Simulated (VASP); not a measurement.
# O (R-3m) in VASP: relaxation of cell and atoms with PBE+D3(BJ)

Aim: the relaxation of cell and atoms of O with PBE+D3(BJ).

Program: VASP 6.6.1. These are calculated values, not measurements. Logs are shortened: lines on timing, memory, paths and dates and some standing lists are left out, and cuts for length are marked.

## 1. The cell of the first run

The structure is trigonal, space group R-3m (No. 166). The conventional cell has a = 2.847 Å, b = 2.847 Å, c = 10.225 Å, α = 90.00°, β = 90.00°, γ = 120.00°. O (site symmetry 3m) has 1 O at 1.18 Å within 1.6 Å.

## 2. Relaxation of cell and atoms, PBE+D3(BJ), collinear spin, ferromagnetic start

INCAR reads:

```
SYSTEM = O
ALGO = Normal
EDIFF = 1E-6
EDIFFG = -0.05
ENCUT = 600
GGA = PE
IBRION = 2
ISIF = 3
ISMEAR = 0
ISPIN = 2
IVDW = 12
LASPH = .TRUE.
LCHARG = .FALSE.
LORBIT = 11
LREAL = .FALSE.
LWAVE = .FALSE.
MAGMOM = 0.58 0.58
NELM = 150
NSW = 100
PREC = Accurate
SIGMA = 0.1
```

KPOINTS reads:

```
k-points
0
G
  9 9 9
  0 0 0
```

POSCAR reads:

```
O
1.0
    1.4233490221      0.8217709410      3.4083000000
   -1.4233490221      0.8217709410      3.4083000000
    0.0000000000     -1.6435418821      3.4083000000
O
2
Direct
    0.0577000000      0.0577000000      0.0577000000
    0.9423000000      0.9423000000      0.9423000000
```

Potentials or basis: VASP PAW PBE potentials, release 64 (O).

Command:

```sh
cat potpaw_PBE.64/O/POTCAR > POTCAR
mpirun -np 1 vasp_std > vasp.out
```

OUTCAR:

```text
SYSTEM = O
   EDIFF = 1E-6
   EDIFFG = -0.05
   ENCUT = 600
   GGA = PE
   IBRION = 2
   ISIF = 3
   ISMEAR = 0
   ISPIN = 2
   IVDW = 12
   LASPH = .TRUE.
   LORBIT = 11
   LREAL = .FALSE.
   NELM = 150
   NSW = 100
   PREC = Accurate
 IVDW          = 12

 ion  position               nearest neighbor table
   1  0.058  0.058  0.058-   2 1.18
   2  0.942  0.942  0.942-   1 1.18

  LATTYP: Found a trigonal (rhomboedric) cell.
 ALAT       =     3.7838788046
 COS(alpha) =     0.7170052526

  Lattice vectors:

 A1 = (   1.4233490221,   0.8217709410,   3.4083000000)
 A2 = (  -1.4233490221,   0.8217709410,   3.4083000000)
 A3 = (   0.0000000000,  -1.6435418821,   3.4083000000)

Analysis of symmetry for initial positions (statically):
=====================================================================
 Subroutine PRICEL returns:
 Original cell was already a primitive cell.

 Routine SETGRP: Setting up the symmetry group for a
 trigonal (rhombohedral) supercell.

 Subroutine GETGRP returns: Found 12 space group operations
 (whereof 12 operations were pure point group operations)
 out of a pool of 12 trial point group operations.

The static configuration has the point symmetry D_3d.

Analysis of symmetry for dynamics (positions and initial velocities):
=====================================================================
 Subroutine PRICEL returns:
 Original cell was already a primitive cell.

 Routine SETGRP: Setting up the symmetry group for a
 trigonal (rhombohedral) supercell.

 Subroutine GETGRP returns: Found 12 space group operations
 (whereof 12 operations were pure point group operations)
 out of a pool of 12 trial point group operations.

The dynamic configuration has the point symmetry D_3d.

Analysis of structural, dynamic, and magnetic symmetry:
=====================================================================
 Subroutine PRICEL returns:
 Original cell was already a primitive cell.

 Routine SETGRP: Setting up the symmetry group for a
 trigonal (rhombohedral) supercell.

 Subroutine GETGRP returns: Found 12 space group operations
 (whereof 12 operations were pure point group operations)
 out of a pool of 12 trial point group operations.

The overall configuration has the point symmetry D_3d.

 Subroutine INISYM returns: Found 12 space group operations
 (whereof 12 operations are pure point group operations),
 and found     1 'primitive' translations

----------------------------------------------------------------------------------------

                                     Primitive cell

  volume of cell :      23.9195

  direct lattice vectors                    reciprocal lattice vectors
     1.423349022  0.821770941  3.408300000     0.351284184  0.202814018  0.097800467
    -1.423349022  0.821770941  3.408300000    -0.351284184  0.202814018  0.097800467
     0.000000000 -1.643541882  3.408300000     0.000000000 -0.405628037  0.097800467

  length of vectors
     3.783878805  3.783878805  3.783878805     0.417251765  0.417251765  0.417251765

  position of ions in fractional coordinates (direct lattice)
     0.057700000  0.057700000  0.057700000
     0.942300000  0.942300000  0.942300000

  ion indices of the primitive-cell ions
   primitive index   ion index
                 1           1
                 2           2

----------------------------------------------------------------------------------------

 KPOINTS: k-points

Automatic generation of k-mesh.
 Grid dimensions read from file:
 generate k-points for:    9    9    9

 Generating k-lattice:

  Cartesian coordinates                     Fractional coordinates (reciprocal lattice)
     0.039031576  0.022534891  0.010866719     0.111111111  0.000000000  0.000000000
    -0.039031576  0.022534891  0.010866719     0.000000000  0.111111111  0.000000000
     0.000000000 -0.045069782  0.010866719     0.000000000  0.000000000  0.111111111

  Length of vectors
     0.046361307  0.046361307  0.046361307

  Shift w.r.t. Gamma in fractional coordinates (k-lattice)
     0.000000000  0.000000000  0.000000000

 Subroutine IBZKPT returns following result:
 ===========================================

 Found     85 irreducible k-points:

 Following reciprocal coordinates:
            Coordinates               Weight
  0.000000  0.000000  0.000000      1.000000
  0.111111 -0.000000 -0.000000      6.000000
  0.222222  0.000000  0.000000      6.000000
  0.333333  0.000000  0.000000      6.000000
  0.444444  0.000000  0.000000      6.000000
  0.111111  0.111111 -0.000000      6.000000
[... 16 lines left out ...]
 -0.333333  0.333333  0.000000      6.000000
  0.444444  0.444444  0.000000      6.000000
 [... further k-points ...]
   k-points           NKPTS =     85   k-points in BZ     NKDIM =     85   number of bands    NBANDS=     11
   number of dos      NEDOS =    301   number of ions     NIONS =      2
   total plane-waves  NPLWV =  27000
   dimension x,y,z NGX =    30 NGY =   30 NGZ =   30
   dimension x,y,z NGXF=    60 NGYF=   60 NGZF=   60
   ions per type =               2
   NGX,Y,Z   is equivalent  to a cutoff of  13.18, 13.18, 13.18 a.u.
   NGXF,Y,Z  is equivalent  to a cutoff of  26.36, 26.36, 26.36 a.u.
 SYSTEM =  O
   PREC   = accura    normal or accurate (medium, high low for compatibility)
   ISTART =      0    job   : 0-new  1-cont  2-samecut
   ICHARG =      2    charge: 1-file 2-atom 10-const
   ISPIN  =      2    spin polarized calculation?
   LNONCOLLINEAR =      F non collinear calculations
   LSORBIT =      F    spin-orbit coupling
   LASPH  =      T    aspherical Exc in radial PAW
   ENCUT  =  600.0 eV  44.10 Ry    6.64 a.u.   7.56  7.56  7.56*2*pi/ulx,y,z
   NELM   =    150;   NELMIN=  2; NELMDL= -5     # of ELM steps
   EDIFF  = 0.1E-05   stopping-criterion for ELM
   LREAL  =      F    real-space projection
   EDIFFG = -.5E-01   stopping-criterion for IOM
   NSW    =    100    number of steps for IOM
   IBRION =      2    ionic relax: 0-MD 1-quasi-New 2-CG
   NFREE  =      1    steps in history (QN), initial steepest desc. (CG)
   ISIF   =      3    stress and relaxation
   ISYM   =      2    0-nonsym 1-usesym 2-fastsym
   POTIM  = 0.5000    time-step for ionic-motion
   TEBEG  =    0.0;   TEEND  =   0.0 temperature during run
   PSTRESS=    0.0 pullay stress
   NELECT =      12.0000    total number of electrons
   NUPDOWN=      -1.0000    fix difference up-down
   EMIN   =  10.00;   EMAX   =-10.00  energy-range for DOS
   EFERMI =   0.00;   METHOD = LEGACY
   ISMEAR =     0;   SIGMA  =   0.10  broadening in eV -4-tet -1-fermi 0-gaus
   EFERMI_NEDOS =   21; number of points for ismear=-14 and -15
   IALGO  =     38    algorithm
   IMIX   =      4    mixing-type and parameters
     AMIX     =   0.40;   BMIX     =  1.00
     AMIX_MAG =   1.60;   BMIX_MAG =  1.00
  volume/ion in A,a.u.               =      11.96        80.71
  Fermi-wavevector in a.u.,A,eV,Ry     =   1.300823  2.458199 23.022964  1.692140
  Thomas-Fermi vector in A             =   2.431997
   LORBIT       =     11    0 simple, 1 ext, 2 COOP (PROOUT), +10 PAW based schemes
   GGA     = PE    functional components
   LHFCALC =     F    Hartree Fock is set to
   AEXX    =    0.0000 exact exchange contribution
   IVDW    =    12    specifies the selected vdW correction
   LEPSILON=     F    determine dielectric tensor
   LRPA    =     F    only Hartree local field effects (RPA)
 conjugate gradient relaxation of ions
 spin polarized calculation
 Gauss-broadening in eV      SIGMA  =   0.10
  energy-cutoff  :      600.00
  volume of cell :       23.92
 maximum number of plane-waves:       812
   NGX = 15   NGY = 15   NGZ = 15

--------------------------------------- Ionic step        1  -------------------------------------------

 number of electron      12.0000001 magnetization       1.9921491

 Free energy of the ion-electron system (eV)
  ---------------------------------------------------
  ext. energy  EPLUGINS =         0.00000000
  ---------------------------------------------------
  free energy    TOTEN  =        -9.46333466 eV

  energy without entropy =       -9.46250229  energy(sigma->0) =       -9.46291847

------------------------ aborting loop because EDIFF is reached ----------------------------------------

 Edisp (eV)   -0.14017

 E8    (eV) :    -0.0343
[... 105 lines left out ...]
  FREE ENERGIE OF THE ION-ELECTRON SYSTEM (eV)
  ---------------------------------------------------
  free  energy   TOTEN  =        -8.4330052460 eV

  energy  without entropy=       -8.4327606731  energy(sigma->0) =       -8.43288296

 E-fermi :   0.0671     XC(G=0):  -9.1059

 val. band max:       -0.0209575035   @ k =   0.4444   0.4444   0.4444
 cond. band min:       0.1603039133   @ k =   0.4444   0.4444   0.0000
 fundamental gap:      0.1812614169
 Fermi energy:         0.0670947637

 spin component 1

 k-point     1 :       0.0000    0.0000    0.0000
  band No.  band energies     occupation
      1     -26.7418      1.00000
      2     -14.4282      1.00000
      3      -8.7245      1.00000
      4      -6.1829      1.00000
      5      -6.1829      1.00000
      6      -0.2634      1.00000
      7      -0.2634      1.00000
      8       8.5895      0.00000
      9      10.0891      0.00000
     10      15.7878      0.00000
     11      18.4585      0.00000
[... 309 lines left out ...]
 k-point    24 :       0.4444    0.4444    0.0000
  band No.  band energies     occupation
      1     -26.3124      1.00000
      2     -14.6434      1.00000
      3      -8.2084      1.00000
      4      -6.9123      1.00000
      5      -6.7723      1.00000
      6      -1.9505      1.00000
      7      -0.2000      0.99992
      8       8.6817      0.00000
      9      12.1221      0.00000
     10      15.2604      0.00000
     11      15.6947      0.00000

 [... further k-points ...]

 spin component 2

 k-point     1 :       0.0000    0.0000    0.0000
  band No.  band energies     occupation
      1     -25.5395      1.00000
      2     -12.5730      1.00000
      3      -7.9341      1.00000
      4      -4.1490      1.00000
      5      -4.1490      1.00000
      6       2.1838      0.00000
      7       2.1838      0.00000
      8       9.1389      0.00000
      9      11.0962      0.00000
     10      16.0114      0.00000
     11      19.3755      0.00000
[... 309 lines left out ...]
 k-point    24 :       0.4444    0.4444    0.0000
  band No.  band energies     occupation
      1     -25.0958      1.00000
      2     -12.8652      1.00000
      3      -6.5532      1.00000
      4      -5.9173      1.00000
      5      -4.8196      1.00000
      6       0.1603      0.09372
      7       2.2732      0.00000
      8       9.7604      0.00000
      9      12.6285      0.00000
     10      16.1481      0.00000
     11      16.6317      0.00000

 [... further k-points ...]

[... ionic steps 4 to 10 ...]

--------------------------------------- Ionic step       11  -------------------------------------------

 number of electron      11.9999998 magnetization       1.9999999

------------------------ aborting loop because EDIFF is reached ----------------------------------------
[... 75 lines left out ...]
--------------------------------------- Ionic step       13  -------------------------------------------

 number of electron      11.9999999 magnetization       2.0000002

 Free energy of the ion-electron system (eV)
  ---------------------------------------------------
  ext. energy  EPLUGINS =         0.00000000
  ---------------------------------------------------
  free energy    TOTEN  =        -9.81950927 eV

  energy without entropy =       -9.81950927  energy(sigma->0) =       -9.81950927

 E-fermi :  -1.8362     XC(G=0):  -7.5106

 val. band max:       -2.2622765372   @ k =   0.4444   0.4444   0.4444
 cond. band min:      -1.0792502548   @ k =   0.4444   0.4444   0.0000
 fundamental gap:      1.1830262824
 Fermi energy:        -1.8361776055

 spin component 1

 k-point     1 :       0.0000    0.0000    0.0000
  band No.  band energies     occupation
      1     -28.3295      1.00000
      2     -16.2532      1.00000
      3      -9.8159      1.00000
      4      -8.5447      1.00000
      5      -8.5447      1.00000
      6      -2.4186      1.00000
      7      -2.4186      1.00000
      8       4.8767      0.00000
      9       8.0398      0.00000
     10      12.0990      0.00000
     11      14.1239      0.00000
[... 309 lines left out ...]
 k-point    24 :       0.4444    0.4444    0.0000
  band No.  band energies     occupation
      1     -28.1999      1.00000
      2     -16.3944      1.00000
      3      -9.4695      1.00000
      4      -8.8917      1.00000
      5      -8.8332      1.00000
      6      -3.2268      1.00000
      7      -2.3319      1.00000
      8       6.5168      0.00000
      9       8.7718      0.00000
     10      10.7764      0.00000
     11      11.3085      0.00000

 [... further k-points ...]

 spin component 2

 k-point     1 :       0.0000    0.0000    0.0000
  band No.  band energies     occupation
      1     -27.1184      1.00000
      2     -14.4219      1.00000
      3      -8.9969      1.00000
      4      -6.5782      1.00000
      5      -6.5782      1.00000
      6      -0.0245      0.00000
      7      -0.0245      0.00000
      8       5.3207      0.00000
      9       9.0641      0.00000
     10      12.1862      0.00000
     11      14.8192      0.00000
[... 309 lines left out ...]
 k-point    24 :       0.4444    0.4444    0.0000
  band No.  band energies     occupation
      1     -26.9825      1.00000
      2     -14.6045      1.00000
      3      -8.0305      1.00000
      4      -7.6456      1.00000
      5      -6.9200      1.00000
      6      -1.0793      0.00000
      7       0.0905      0.00000
      8       7.4539      0.00000
      9       9.2462      0.00000
     10      11.4506      0.00000
     11      11.9693      0.00000

 [... further k-points ...]

------------------------ aborting loop because EDIFF is reached ----------------------------------------

 Edisp (eV)   -0.09551

 E8    (eV) :    -0.0230
[... 25 lines left out ...]
  FREE ENERGIE OF THE ION-ELECTRON SYSTEM (eV)
  ---------------------------------------------------
  free  energy   TOTEN  =        -9.9150207502 eV

  energy  without entropy=       -9.9150207502  energy(sigma->0) =       -9.91502075

 reached required accuracy - stopping structural energy minimisation

 total charge

# of ion       s       p       d       tot
------------------------------------------
    1        1.618   3.280   0.000   4.898
    2        1.618   3.280   0.000   4.898
--------------------------------------------------
tot          3.236   6.560   0.000   9.796

 magnetization (x)

# of ion       s       p       d       tot
------------------------------------------
    1        0.010   0.803   0.000   0.813
    2        0.010   0.803   0.000   0.813
--------------------------------------------------
tot          0.021   1.605   0.000   1.626
```

Wall time 4.4 min (1 thread of Intel Xeon 6975P-C (Granite Rapids), shared host); peak memory 0.21 GiB.

What came out:

```
Free energy                                           : -9.9150 eV
Relaxed volume                                        : 16.81 Å³/atom
Relaxed cell                                          : a = 4.120 Å, b = 4.120 Å, c = 4.120 Å, α = 46.52°, β = 46.52°, γ = 46.52°
Space group after relaxing (to 0.1 Å)                 : R-3m (No. 166)
Pressure after relaxing                               : 0.0 GPa
Largest force after relaxing                          : 0.025 eV/Å
Band gap on the k mesh                                : 1.18 eV (least direct gap 1.25 eV)
Net moment                                            : 2.00 μB per cell
Site moments                                          : O +0.81 μB
Valence electrons inside the program's atomic spheres : O 4.90
Dispersion energy per atom                            : -0.048 eV
```

Forces on the atoms (eV/Å):
```
O    0.000  0.000 -0.025
O    0.000  0.000  0.025
```

Stress tensor (GPa, compression positive):
```
-0.09  0.00  0.00
 0.00 -0.09  0.00
 0.00  0.00  0.26
```

Final structure:
```xyz
2
Lattice="1.6271 0.9394 3.6667 -1.6271 0.9394 3.6667 0.0000 -1.8788 3.6667" Properties=species:S:1:pos:R:3 pbc="T T T"
O     0.0000    0.0000    0.6167
O     0.0000    0.0000   10.3835
```

Caveat: the standard files for N, O and F lose accuracy on very short bonds; the volume moved by over 15 % at a fixed basis, so the end points are rough; the relaxation stopped at a loose force limit of 0.05 eV/Å, so its end isn't a converged minimum. Zero-point motion and thermal expansion aren't in these numbers.
